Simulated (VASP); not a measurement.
# KBr (P6_3/mmc) in VASP: relaxation of cell and atoms with PBE

Aim: the relaxation of cell and atoms of KBr with PBE.

Program: VASP 6.6.1. These are calculated values, not measurements. Logs are shortened: lines on timing, memory, paths and dates and some standing lists are left out, and cuts for length are marked.

## Step 1: The cell of the first run

It takes space group P6_3/mmc (No. 194, hexagonal). The conventional cell has a = 4.679 Å, b = 4.679 Å, c = 15.764 Å, α = 90.00°, β = 90.00°, γ = 120.00°. Within 4.4 Å of K (site symmetry 3m) lie 6 Br at 3.33 to 3.36 Å and 1 K at 4.00 Å. Within 4.4 Å of Br (site symmetry -3m) lie 6 K at 3.33 Å. Within 4.4 Å of Br (site symmetry -6m2) lie 6 K at 3.36 Å.

The cell was generated, and may not be a known phase.

## Step 2: Relaxation of cell and atoms, PBE

The input, INCAR:

```
PREC = Accurate
ENCUT = 600
EDIFF = 1E-6
ISMEAR = 0
SIGMA = 0.02
LREAL = False
LASPH = True
NELM = 80
ALGO = Normal
ISIF = 3
LWAVE = False
LCHARG = False
GGA = PE
IBRION = 2
NSW = 100
EDIFFG = -0.01
```

The input, KPOINTS:

```
Automatic mesh
0
Gamma
  6 6 2
```

The input, POSCAR:

```
KBr
1.0
    4.6792973723      0.0000000000      0.0000000000
   -2.3396486861      4.0523903963      0.0000000000
    0.0000000000      0.0000000000     15.7641378732
K Br
4 4
Direct
    0.3333333333      0.6666666667      0.1232142581
    0.6666666667      0.3333333333      0.6232142581
    0.3333333333      0.6666666667      0.3767857419
    0.6666666667      0.3333333333      0.8767857419
    0.0000000000      0.0000000000      0.0000000000
    0.0000000000      0.0000000000      0.5000000000
    0.3333333333      0.6666666667      0.7500000000
    0.6666666667      0.3333333333      0.2500000000
```

Potentials or basis: VASP PAW PBE potentials, release 64 (K_sv, Br).

The run is started by

```
$ cat potpaw_PBE.64/K_sv/POTCAR potpaw_PBE.64/Br/POTCAR > POTCAR
$ mpirun -np 1 vasp_std > vasp.out
```

OUTCAR:

```text
PREC = Accurate
   ENCUT = 600
   EDIFF = 1E-6
   ISMEAR = 0
   LREAL = False
   LASPH = True
   NELM = 80
   ISIF = 3
   GGA = PE
   IBRION = 2
   NSW = 100
   EDIFFG = -0.01

 ion  position               nearest neighbor table
   1  0.333  0.667  0.123-
   2  0.667  0.333  0.623-
   3  0.333  0.667  0.377-
   4  0.667  0.333  0.877-
   5  0.000  0.000  0.000-
   6  0.000  0.000  0.500-
   7  0.333  0.667  0.750-
   8  0.667  0.333  0.250-

  LATTYP: Found a hexagonal cell.
 ALAT       =     4.6792973723
 C/A-ratio  =     3.3689113170

  Lattice vectors:

 A1 = (   4.6792973723,   0.0000000000,   0.0000000000)
 A2 = (  -2.3396486861,   4.0523903963,   0.0000000000)
 A3 = (   0.0000000000,   0.0000000000,  15.7641378732)

Analysis of symmetry for initial positions (statically):
=====================================================================
 Subroutine PRICEL returns:
 Original cell was already a primitive cell.

 Routine SETGRP: Setting up the symmetry group for a
 hexagonal supercell.

 Subroutine GETGRP returns: Found 24 space group operations
 (whereof 12 operations were pure point group operations)
 out of a pool of 24 trial point group operations.

The static configuration has the point symmetry D_3d.
 The point group associated with its full space group is D_6h.

Analysis of symmetry for dynamics (positions and initial velocities):
=====================================================================
 Subroutine PRICEL returns:
 Original cell was already a primitive cell.

 Routine SETGRP: Setting up the symmetry group for a
 hexagonal supercell.

 Subroutine GETGRP returns: Found 24 space group operations
 (whereof 12 operations were pure point group operations)
 out of a pool of 24 trial point group operations.

The dynamic configuration has the point symmetry D_3d.
 The point group associated with its full space group is D_6h.

 Subroutine INISYM returns: Found 24 space group operations
 (whereof 12 operations are pure point group operations),
 and found     1 'primitive' translations

----------------------------------------------------------------------------------------

                                     Primitive cell

[... 75 lines left out ...]
   total plane-waves  NPLWV = 201600
   dimension x,y,z NGX =    40 NGY =   40 NGZ =  126
   dimension x,y,z NGXF=    80 NGYF=   80 NGZF=  252
   ions per type =               4   4
   NGX,Y,Z   is equivalent  to a cutoff of  14.21, 14.21, 13.29 a.u.
   NGXF,Y,Z  is equivalent  to a cutoff of  28.42, 28.42, 26.58 a.u.
 SYSTEM =  unknown system
   PREC   = accura    normal or accurate (medium, high low for compatibility)
   ISTART =      0    job   : 0-new  1-cont  2-samecut
   ICHARG =      2    charge: 1-file 2-atom 10-const
   ISPIN  =      1    spin polarized calculation?
   LNONCOLLINEAR =      F non collinear calculations
   LSORBIT =      F    spin-orbit coupling
   LASPH  =      T    aspherical Exc in radial PAW
   ENCUT  =  600.0 eV  44.10 Ry    6.64 a.u.   9.35  9.35 31.48*2*pi/ulx,y,z
   NELM   =     80;   NELMIN=  2; NELMDL= -5     # of ELM steps
   EDIFF  = 0.1E-05   stopping-criterion for ELM
   LREAL  =      F    real-space projection
   EDIFFG = -.1E-01   stopping-criterion for IOM
   NSW    =    100    number of steps for IOM
   IBRION =      2    ionic relax: 0-MD 1-quasi-New 2-CG
   NFREE  =      1    steps in history (QN), initial steepest desc. (CG)
   ISIF   =      3    stress and relaxation
   ISYM   =      2    0-nonsym 1-usesym 2-fastsym
   POTIM  = 0.5000    time-step for ionic-motion
   TEBEG  =    0.0;   TEEND  =   0.0 temperature during run
   PSTRESS=    0.0 pullay stress
   NELECT =      64.0000    total number of electrons
   NUPDOWN=      -1.0000    fix difference up-down
   EMIN   =  10.00;   EMAX   =-10.00  energy-range for DOS
   EFERMI =   0.00;   METHOD = LEGACY
   ISMEAR =     0;   SIGMA  =   0.02  broadening in eV -4-tet -1-fermi 0-gaus
   EFERMI_NEDOS =   21; number of points for ismear=-14 and -15
   IALGO  =     38    algorithm
   IMIX   =      4    mixing-type and parameters
     AMIX     =   0.40;   BMIX     =  1.00
     AMIX_MAG =   1.60;   BMIX_MAG =  1.00
  volume/ion in A,a.u.               =      37.37       252.16
  Fermi-wavevector in a.u.,A,eV,Ry     =   0.979371  1.850744 13.050279  0.959168
  Thomas-Fermi vector in A             =   2.110219
   LORBIT       =      0    0 simple, 1 ext, 2 COOP (PROOUT), +10 PAW based schemes
   GGA     = PE    functional components
   LHFCALC =     F    Hartree Fock is set to
   AEXX    =    0.0000 exact exchange contribution
   IVDW    =     0    specifies the selected vdW correction
   LEPSILON=     F    determine dielectric tensor
   LRPA    =     F    only Hartree local field effects (RPA)
 conjugate gradient relaxation of ions
 non-spin polarized calculation
 Gauss-broadening in eV      SIGMA  =   0.02
  energy-cutoff  :      600.00
  volume of cell :      298.92
 maximum number of plane-waves:     10011
 NGX is ok and might be reduce to    40
   NGX = 19   NGY = 19   NGZ = 63

--------------------------------------- Ionic step        1  -------------------------------------------

 number of electron      63.9999995 magnetization

 Free energy of the ion-electron system (eV)
  ---------------------------------------------------
  ext. energy  EPLUGINS =         0.00000000
  ---------------------------------------------------
  free energy    TOTEN  =       -24.78743988 eV

  energy without entropy =      -24.78743988  energy(sigma->0) =      -24.78743988

------------------------ aborting loop because EDIFF is reached ----------------------------------------

  FORCE on cell =-STRESS in cart. coord.  units (eV):
  Direction    XX          YY          ZZ          XY          YZ          ZX
  --------------------------------------------------------------------------------------
  -------------------------------------------------------------------------------------
  Total        0.2720394      0.2720394      0.5418675      0.0000000      0.0000000      0.0000000
  in kB        1.4580760      1.4580760      2.9043005      0.0000000      0.0000000      0.0000000
  external PRESSURE =       1.9401508 kB  Pullay stress =       0.0000000 kB
[... 155 lines left out ...]
--------------------------------------- Ionic step        5  -------------------------------------------

 number of electron      63.9999998 magnetization

 Free energy of the ion-electron system (eV)
  ---------------------------------------------------
  ext. energy  EPLUGINS =         0.00000000
  ---------------------------------------------------
  free energy    TOTEN  =       -24.79036167 eV

  energy without entropy =      -24.79036167  energy(sigma->0) =      -24.79036167

 E-fermi :  -1.7622     XC(G=0):  -7.1561

 val. band max:       -1.8955737858   @ k =   0.0000   0.0000   0.0000
 cond. band min:       2.3538206480   @ k =   0.0000   0.0000   0.0000
 fundamental gap:      4.2493944338
 Fermi energy:        -1.7621774598

 k-point     1 :       0.0000    0.0000    0.0000
  band No.  band energies     occupation
      1     -29.8864      2.00000
      2     -29.8843      2.00000
      3     -29.8811      2.00000
      4     -29.8790      2.00000
      5     -14.3901      2.00000
      6     -14.3419      2.00000
[... 598 lines left out ...]
  FREE ENERGIE OF THE ION-ELECTRON SYSTEM (eV)
  ---------------------------------------------------
  free  energy   TOTEN  =       -24.7903616748 eV

  energy  without entropy=      -24.7903616748  energy(sigma->0) =      -24.79036167

 reached required accuracy - stopping structural energy minimisation
```

CONTCAR:

```text
KBr
   1.00000000000000
     4.6965982603548087    0.0000000000002135    0.0000000000000000
    -2.3482991301270348    4.0673734048636820    0.0000000000000000
     0.0000000000000000    0.0000000000000000   15.8802344332775043
  K               Br
     4     4
Direct
     0.3333333332999970    0.6666666667000030    0.1231989016769370
     0.6666666667000030    0.3333333332999970    0.6231989016769370
     0.3333333332999970    0.6666666667000030    0.3768010983230630
     0.6666666667000030    0.3333333332999970    0.8768010983230630
     0.0000000000000000    0.0000000000000000    0.0000000000000000
     0.0000000000000000    0.0000000000000000    0.5000000000000000
     0.3333333332999970    0.6666666667000030    0.7500000000000000
     0.6666666667000030    0.3333333332999970    0.2500000000000000

  0.00000000E+00  0.00000000E+00  0.00000000E+00
  0.00000000E+00  0.00000000E+00  0.00000000E+00
  0.00000000E+00  0.00000000E+00  0.00000000E+00
  0.00000000E+00  0.00000000E+00  0.00000000E+00
  0.00000000E+00  0.00000000E+00  0.00000000E+00
  0.00000000E+00  0.00000000E+00  0.00000000E+00
  0.00000000E+00  0.00000000E+00  0.00000000E+00
  0.00000000E+00  0.00000000E+00  0.00000000E+00
```

It took 7.3 min on 1 thread of AMD EPYC 9R45 (Zen 5), shared host; peak memory 0.54 GiB.

Results:

* Free energy: -24.7904 eV
* Relaxed volume: 37.92 Å³/atom
* Relaxed cell: a = 4.697 Å, b = 4.697 Å, c = 15.880 Å, α = 90.00°, β = 90.00°, γ = 120.00°
* Space group after relaxing (to 0.1 Å): P6_3/mmc (No. 194)
* Energy gained by relaxing: 0.4 meV/atom
* Ionic steps: 5
* Pressure after relaxing: 0.0 GPa
* Band gap on the k mesh: 4.25 eV

Stress tensor (GPa, compression positive):
```
-0.04  0.00  0.00
 0.00 -0.04  0.00
 0.00  0.00  0.04
```

Step by step:
```csv
step,energy change (eV),largest force (eV/Å),pressure (GPa),volume (Å³)
1,0.0000,0.0022,0.19,298.92
2,-0.0020,0.0018,0.10,300.89
3,-0.0029,0.0011,-0.01,303.10
4,-0.0029,0.0010,-0.01,303.26
5,-0.0029,0.0010,-0.01,303.36
```

Final structure:
```xyz
8
Lattice="4.6966 0.0000 0.0000 -2.3483 4.0674 0.0000 0.0000 0.0000 15.8802" Properties=species:S:1:pos:R:3 pbc="T T T"
K     0.0000    2.7116    1.9564
K     2.3483    1.3558    9.8965
K     0.0000    2.7116    5.9837
K     2.3483    1.3558   13.9238
Br    0.0000    0.0000    0.0000
Br    0.0000    0.0000    7.9401
Br    0.0000    2.7116   11.9102
Br    2.3483    1.3558    3.9701
```

Levels at points of the mesh, in eV from the valence-band top:
| k point | band 30 | band 31 | band 32 | band 33 | band 34 | band 35 |
| --- | --- | --- | --- | --- | --- | --- |
| (0.00, 0.00, 0.00) | -0.08 | 0.00 | 0.00 | 4.25 | 5.39 | 5.47 |
| (0.50, 0.00, 0.00) | -0.34 | -0.23 | -0.22 | 5.95 | 6.43 | 6.57 |
| (0.00, 0.00, 0.50) | -0.03 | -0.03 | -0.03 | 4.61 | 4.61 | 6.19 |
| (0.50, 0.00, 0.50) | -0.38 | -0.23 | -0.23 | 6.13 | 6.13 | 6.67 |

A k mesh can miss the band edges.
